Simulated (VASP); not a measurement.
Crystal: Be2ZnSe3.

```
Be Zn Se
1.0
    -1.88639    1.88639    8.00326
     1.88639   -1.88639    8.00326
     1.88639    1.88639   -8.00326
Be Zn Se
2 1 3
Direct
  0.33333 0.33333 0.00000
  0.66667 0.66667 0.00000
  0.00000 0.00000 0.00000
  0.41667 0.91667 0.50000
  0.75000 0.25000 0.50000
  0.08333 0.58333 0.50000
```

| Item | Value |
| --- | --- |
| Program | VASP 6.6.1 |
| Task | relaxation of cell and atoms |
| Functional | PBE |
| Potentials or basis | VASP PAW PBE potentials, release 64 (Be, Zn, Se) |
| Cutoff | 600 eV |
| k mesh | 6 × 6 × 6 |
| Occupations | gaussian, width 0.1 eV |
| Spin | no spin polarisation |

At the start: pressure 3.0 GPa; volume 18.99 Å³/atom.

Question: How do energy, volume and symmetry change on relaxing?

Answer: Over 7 steps the energy falls by 71.3 meV/atom and the volume is 19.33 Å³/atom (+1.8 %); space group I-4m2 (No. 119, to 0.1 Å) before and after.

Step by step:
```tsv
step	energy change (eV)	largest force (eV/Å)	pressure (GPa)	volume (Å³)
1	0.0000	2.1409	3.03	113.92
2	-0.3055	0.6636	-1.64	119.93
3	-0.3127	0.4700	-2.31	121.05
4	-0.3944	0.4462	-0.45	117.14
5	-0.4054	0.4311	0.62	115.19
6	-0.4244	0.1654	0.27	115.68
7	-0.4279	0.0075	0.07	115.99
```

Final structure:
```cif
data_structure
_symmetry_space_group_name_H-M 'P 1'
_symmetry_Int_Tables_number 1
_cell_length_a 8.5447
_cell_length_b 8.5447
_cell_length_c 8.5447
_cell_angle_alpha 154.439
_cell_angle_beta 154.439
_cell_angle_gamma 36.462
_cell_volume 115.99
loop_
_atom_site_label
_atom_site_type_symbol
_atom_site_fract_x
_atom_site_fract_y
_atom_site_fract_z
_atom_site_occupancy
Be1 Be 0.32788 0.32788 0.00000 1
Be2 Be 0.67212 0.67212 0.00000 1
Zn1 Zn 0.00000 0.00000 0.00000 1
Se1 Se 0.40437 0.90437 0.50000 1
Se2 Se 0.75000 0.25000 0.50000 1
Se3 Se 0.09563 0.59563 0.50000 1
```
